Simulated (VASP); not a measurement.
# MnO2 (R-3m) in VASP: further runs, part 2 of 4

VASP 6.6.1. The steps go on from the part before.

### Step 3. Single point, PBEsol, collinear spin, ferromagnetic start

INCAR

```
PREC = Accurate
ENCUT = 520
EDIFF = 1E-6
ISMEAR = 0
SIGMA = 0.1
LREAL = False
LASPH = True
NELM = 150
ALGO = Normal
ISIF = 2
LWAVE = False
LCHARG = False
ISPIN = 2
MAGMOM = 4 0 0
LORBIT = 11
LMAXMIX = 4
GGA = PS
NBANDS = 24
```

KPOINTS

```
regular mesh
0
Gamma
  6 6 6
```

POSCAR

```
MnO2
1.0
    1.4284348394      0.8247072390      4.5839315268
   -1.4284348394      0.8247072390      4.5839315268
    0.0000000000     -1.6494144781      4.5839315268
Mn O
1 2
Direct
    0.0000000000      0.0000000000      0.0000000000
    0.2643644900      0.2643644900      0.2643644900
    0.7356355100      0.7356355100      0.7356355100
```

Potentials or basis: VASP PAW PBE potentials, release 64 (Mn_pv, O).

Started as:

```
cat potpaw_PBE.64/Mn_pv/POTCAR potpaw_PBE.64/O/POTCAR > POTCAR
mpirun -np 1 vasp_std > vasp.out
```

OUTCAR:

```text
PREC = Accurate
   ENCUT = 520
   EDIFF = 1E-6
   ISMEAR = 0
   LREAL = False
   LASPH = True
   NELM = 150
   ISIF = 2
   ISPIN = 2
   LORBIT = 11
   GGA = PS

 ion  position               nearest neighbor table
   1  0.000  0.000  0.000-   3 1.90   2 1.90   3 1.90   3 1.90   2 1.90   2 1.90
   2  0.264  0.264  0.264-   1 1.90   1 1.90   1 1.90
   3  0.736  0.736  0.736-   1 1.90   1 1.90   1 1.90

  LATTYP: Found a trigonal (rhomboedric) cell.
 ALAT       =     4.8716523237
 COS(alpha) =     0.8280515398

  Lattice vectors:

 A1 = (   1.4284348394,   0.8247072390,   4.5839315268)
 A2 = (  -1.4284348394,   0.8247072390,   4.5839315268)
 A3 = (   0.0000000000,  -1.6494144781,   4.5839315268)

Analysis of symmetry for initial positions (statically):
=====================================================================
 Subroutine PRICEL returns:
 Original cell was already a primitive cell.

 Routine SETGRP: Setting up the symmetry group for a
 trigonal (rhombohedral) supercell.

 Subroutine GETGRP returns: Found 12 space group operations
 (whereof 12 operations were pure point group operations)
 out of a pool of 12 trial point group operations.

The static configuration has the point symmetry D_3d.

Analysis of symmetry for dynamics (positions and initial velocities):
=====================================================================
 Subroutine PRICEL returns:
 Original cell was already a primitive cell.

 Routine SETGRP: Setting up the symmetry group for a
 trigonal (rhombohedral) supercell.

 Subroutine GETGRP returns: Found 12 space group operations
 (whereof 12 operations were pure point group operations)
 out of a pool of 12 trial point group operations.

The dynamic configuration has the point symmetry D_3d.

Analysis of structural, dynamic, and magnetic symmetry:
=====================================================================
 Subroutine PRICEL returns:
 Original cell was already a primitive cell.

 Routine SETGRP: Setting up the symmetry group for a
 trigonal (rhombohedral) supercell.

 Subroutine GETGRP returns: Found 12 space group operations
 (whereof 12 operations were pure point group operations)
 out of a pool of 12 trial point group operations.

The overall configuration has the point symmetry D_3d.

 Subroutine INISYM returns: Found 12 space group operations
 (whereof 12 operations are pure point group operations),
 and found     1 'primitive' translations

----------------------------------------------------------------------------------------

                                     Primitive cell

  volume of cell :      32.4003

  direct lattice vectors                    reciprocal lattice vectors
     1.428434839  0.824707239  4.583931527     0.350033468  0.202091917  0.072717782
    -1.428434839  0.824707239  4.583931527    -0.350033468  0.202091917  0.072717782
     0.000000000 -1.649414478  4.583931527     0.000000000 -0.404183833  0.072717782

  length of vectors
     4.871652324  4.871652324  4.871652324     0.410673163  0.410673163  0.410673163
[... 68 lines left out ...]
   dimension x,y,z NGX =    36 NGY =   36 NGZ =   36
   dimension x,y,z NGXF=    72 NGYF=   72 NGZF=   72
   ions per type =               1   2
   NGX,Y,Z   is equivalent  to a cutoff of  12.29, 12.29, 12.29 a.u.
   NGXF,Y,Z  is equivalent  to a cutoff of  24.57, 24.57, 24.57 a.u.
 SYSTEM =  unknown system
   PREC   = accura    normal or accurate (medium, high low for compatibility)
   ISTART =      0    job   : 0-new  1-cont  2-samecut
   ICHARG =      2    charge: 1-file 2-atom 10-const
   ISPIN  =      2    spin polarized calculation?
   LNONCOLLINEAR =      F non collinear calculations
   LSORBIT =      F    spin-orbit coupling
   LASPH  =      T    aspherical Exc in radial PAW
   ENCUT  =  520.0 eV  38.22 Ry    6.18 a.u.   9.06  9.06  9.06*2*pi/ulx,y,z
   NELM   =    150;   NELMIN=  2; NELMDL= -5     # of ELM steps
   EDIFF  = 0.1E-05   stopping-criterion for ELM
   LREAL  =      F    real-space projection
   EDIFFG = 0.1E-04   stopping-criterion for IOM
   NSW    =      0    number of steps for IOM
   IBRION =     -1    ionic relax: 0-MD 1-quasi-New 2-CG
   NFREE  =      0    steps in history (QN), initial steepest desc. (CG)
   ISIF   =      2    stress and relaxation
   ISYM   =      2    0-nonsym 1-usesym 2-fastsym
   POTIM  = 0.5000    time-step for ionic-motion
   TEBEG  =    0.0;   TEEND  =   0.0 temperature during run
   PSTRESS=    0.0 pullay stress
   NELECT =      25.0000    total number of electrons
   NUPDOWN=      -1.0000    fix difference up-down
   EMIN   =  10.00;   EMAX   =-10.00  energy-range for DOS
   EFERMI =   0.00;   METHOD = LEGACY
   ISMEAR =     0;   SIGMA  =   0.10  broadening in eV -4-tet -1-fermi 0-gaus
   EFERMI_NEDOS =   21; number of points for ismear=-14 and -15
   IALGO  =     38    algorithm
   IMIX   =      4    mixing-type and parameters
     AMIX     =   0.40;   BMIX     =  1.00
     AMIX_MAG =   1.60;   BMIX_MAG =  1.00
  volume/ion in A,a.u.               =      10.80        72.88
  Fermi-wavevector in a.u.,A,eV,Ry     =   1.501545  2.837508 30.676196  2.254637
  Thomas-Fermi vector in A             =   2.612902
   LORBIT       =     11    0 simple, 1 ext, 2 COOP (PROOUT), +10 PAW based schemes
   GGA     = PS    functional components
   LHFCALC =     F    Hartree Fock is set to
   AEXX    =    0.0000 exact exchange contribution
   IVDW    =     0    specifies the selected vdW correction
   LEPSILON=     F    determine dielectric tensor
   LRPA    =     F    only Hartree local field effects (RPA)
 spin polarized calculation
 Gauss-broadening in eV      SIGMA  =   0.10
  energy-cutoff  :      520.00
  volume of cell :       32.40
 maximum number of plane-waves:       888
   NGX = 19   NGY = 19   NGZ = 19

 number of electron      25.0000008 magnetization       2.9999428

 Free energy of the ion-electron system (eV)
  ---------------------------------------------------
  ext. energy  EPLUGINS =         0.00000000
  ---------------------------------------------------
  free energy    TOTEN  =       -25.05434784 eV

  energy without entropy =      -25.05434783  energy(sigma->0) =      -25.05434783

 E-fermi :   3.5659     XC(G=0): -11.0784

 val. band max:        3.1923095150   @ k =   0.5000   0.3333   0.3333
 cond. band min:       3.9435966093   @ k =   0.0000   0.0000   0.0000
 fundamental gap:      0.7512870943
 Fermi energy:         3.5658732142

 spin component 1

 k-point     1 :       0.0000    0.0000    0.0000
  band No.  band energies     occupation
      1     -46.9668      1.00000
      2     -46.9668      1.00000
      3     -46.9535      1.00000
      4     -16.4160      1.00000
      5     -14.0293      1.00000
      6      -3.1828      1.00000
[... 637 lines left out ...]
     23      24.3499      0.00000
     24      25.5728      0.00000

 [... further k-points ...]

 spin component 2

 k-point     1 :       0.0000    0.0000    0.0000
  band No.  band energies     occupation
      1     -43.9307      1.00000
      2     -43.9307      1.00000
      3     -43.7647      1.00000
      4     -16.2468      1.00000
      5     -13.9076      1.00000
      6      -2.3479      1.00000
[... 637 lines left out ...]
     23      24.9672      0.00000
     24      25.9684      0.00000

 [... further k-points ...]
[... 5 lines left out ...]
  --------------------------------------------------------------------------------------
  -------------------------------------------------------------------------------------
  Total       -0.3203405     -0.3203405     -0.0233445      0.0000000      0.0000000      0.0000000
  in kB      -15.8406451    -15.8406451     -1.1543704      0.0000000      0.0000000      0.0000000
  external PRESSURE =     -10.9452202 kB  Pullay stress =       0.0000000 kB

 VOLUME and BASIS-vectors are now :
 -----------------------------------------------------------------------------
  energy-cutoff  :      520.00
  volume of cell :       32.40
      direct lattice vectors                 reciprocal lattice vectors
     1.428434839  0.824707239  4.583931527     0.350033468  0.202091917  0.072717782
    -1.428434839  0.824707239  4.583931527    -0.350033468  0.202091917  0.072717782
     0.000000000 -1.649414478  4.583931527     0.000000000 -0.404183833  0.072717782

 POSITION                                       TOTAL-FORCE (eV/Angst)
 -----------------------------------------------------------------------------------
      0.00000      0.00000      0.00000         0.000000     -0.000000      0.000000
      0.00000     -0.00000      3.63549        -0.000000     -0.000000      0.083693
      0.00000     -0.00000     10.11631        -0.000000      0.000000     -0.083693
 -----------------------------------------------------------------------------------
    total drift:                                0.000000      0.000000      0.000000

  FREE ENERGIE OF THE ION-ELECTRON SYSTEM (eV)
  ---------------------------------------------------
  free  energy   TOTEN  =       -25.0543478355 eV

  energy  without entropy=      -25.0543478337  energy(sigma->0) =      -25.05434783

 total charge

# of ion       s       p       d       tot
------------------------------------------
    1        0.361   6.476   4.935  11.772
    2        1.577   3.399   0.000   4.976
    3        1.577   3.399   0.000   4.976
--------------------------------------------------
tot          3.515  13.274   4.935  21.724

 magnetization (x)

# of ion       s       p       d       tot
------------------------------------------
    1        0.031   0.040   2.768   2.839
    2        0.004   0.036   0.000   0.040
    3        0.004   0.036   0.000   0.040
--------------------------------------------------
tot          0.038   0.112   2.768   2.918
```

stdout:

```text
POSCAR found type information on POSCAR MnO
 POSCAR found :  2 types and       3 ions
 scaLAPACK will be used
 -----------------------------------------------------------------------------
|                                                                             |
|                                                                             |
|     You enforced a specific xc type in the INCAR file but a different       |
|     I HOPE YOU KNOW WHAT YOU ARE DOING!                                     |
|                                                                             |
 -----------------------------------------------------------------------------

 LDA part: xc-table for (Slater+PW92), standard interpolation
 POSCAR, INCAR and KPOINTS ok, starting setup
 FFT: planning ... GRIDC
 FFT: planning ... GRID_SOFT
 FFT: planning ... GRID
 WAVECAR not read
 entering main loop
```

It took 76 s on 1 thread of Intel Xeon Platinum 8259CL at 2.50GHz (Skylake/Cascade Lake), shared host; peak memory 0.25 GiB.

What came out:

* Free energy: -25.0543 eV
* Pressure: -1.1 GPa
* Largest force: 0.084 eV/Å
* Band gap on the k mesh: 0.75 eV, indirect (least direct gap 0.80 eV)
* Net moment: 3.00 μB per cell
* Site moments: Mn +2.84; O +0.04 μB
* Valence electrons inside the program's atomic spheres: Mn 11.77; O 4.98

Forces in eV/Å, atoms in the order of the input:
```
Mn   0.000  0.000  0.000
O    0.000  0.000  0.084
O    0.000  0.000 -0.084
```

Stress tensor (GPa, compression positive):
```
-1.58  0.00  0.00
 0.00 -1.58  0.00
 0.00  0.00 -0.12
```

Levels at points of the mesh, in eV from the valence-band top:
Spin up:
| k point | band 10 | band 11 | band 12 | band 13 | band 14 | band 15 | band 16 | band 17 | band 18 | band 19 |
| --- | --- | --- | --- | --- | --- | --- | --- | --- | --- | --- |
| (0.00, 0.00, 0.00) | -2.37 | -1.42 | -1.42 | -1.16 | -0.29 | 2.87 | 2.87 | 7.05 | 10.19 | 14.80 |
| (0.50, 0.00, 0.00) | -2.89 | -2.29 | -1.81 | -1.73 | -0.94 | 2.01 | 2.68 | 11.90 | 13.29 | 13.32 |
| (0.50, 0.50, 0.00) | -2.99 | -1.98 | -1.81 | -1.80 | -1.07 | 2.25 | 2.77 | 10.96 | 12.22 | 14.48 |
| (0.50, 0.50, 0.50) | -2.37 | -2.37 | -1.47 | -1.47 | -0.04 | 2.90 | 2.90 | 9.17 | 9.37 | 13.44 |
Spin down:
```
           k point  band 7  band 8  band 9  band 10  band 11  band 12  band 13  band 14  band 15  band 16
(0.00, 0.00, 0.00)   -5.08   -5.08   -1.34    -1.34    -0.99     0.75     0.75     2.43     4.23     4.23
(0.50, 0.00, 0.00)   -4.40   -4.30   -3.41    -2.74    -2.08     1.17     1.52     1.83     3.63     4.10
(0.50, 0.50, 0.00)   -4.68   -4.23   -2.85    -2.81    -1.79     0.97     1.52     1.83     3.76     4.17
(0.50, 0.50, 0.50)   -5.05   -4.58   -2.38    -1.39    -1.39     0.75     0.75     2.47     4.26     4.26
```

Caveat: the k points lie up to 0.43 Å⁻¹ apart; the PAW data sets were made with another functional, which shifts forces and pressure a little; a cell with one magnetic atom can't hold antiferromagnetic order, which such compounds often take. A hybrid or GW would open this gap; PBEsol tends to underestimate it.

(Part 2 of 4 ends here.)
